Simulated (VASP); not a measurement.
A run of VASP 6.6.1 is set up as follows.

INCAR

```
PREC     = Accurate       # precision mode
ENCUT    = 500            # plane-wave cutoff, eV
EDIFF    = 1E-6           # SCF threshold, eV
ISMEAR   = 0              # smearing method
SIGMA    = 0.02           # smearing width, eV
LREAL    = False          # projectors in reciprocal space
LASPH    = True           # aspherical terms in the spheres
NELM     = 120            # most SCF steps
ALGO     = Normal         # electronic algorithm
ISIF     = 2              # what is computed and relaxed
LWAVE    = False          # write WAVECAR
LCHARG   = False          # write CHGCAR
GGA      = CA             # functional
NBANDS   = 16             # bands
GGA_COMPAT= False
```

File KPOINTS:

```
regular mesh
0
Gamma
  10 10 10
```

File POSCAR:

```
InP
1.0
    0.0000000000      2.9134252615      2.9134252615
    2.9134252615      0.0000000000      2.9134252615
    2.9134252615      2.9134252615      0.0000000000
In P
1 1
Direct
    0.0000000000      0.0000000000      0.0000000000
    0.2500000000      0.2500000000      0.2500000000
```

Potentials or basis: VASP PAW LDA potentials, release 64 (In_d, P).

Launch:

```console
$ cat potpaw_LDA.64/In_d/POTCAR potpaw_LDA.64/P/POTCAR > POTCAR
$ mpirun -np 1 vasp_std > vasp.out
```

(1) What does it give for the band gap on the k mesh?

(2) Estimate the pressure.

## Answers

(1) 0.61 eV.

(2) 0.0 GPa.

Caveat: spin-orbit coupling is left out, which moves the levels of the heavy elements.
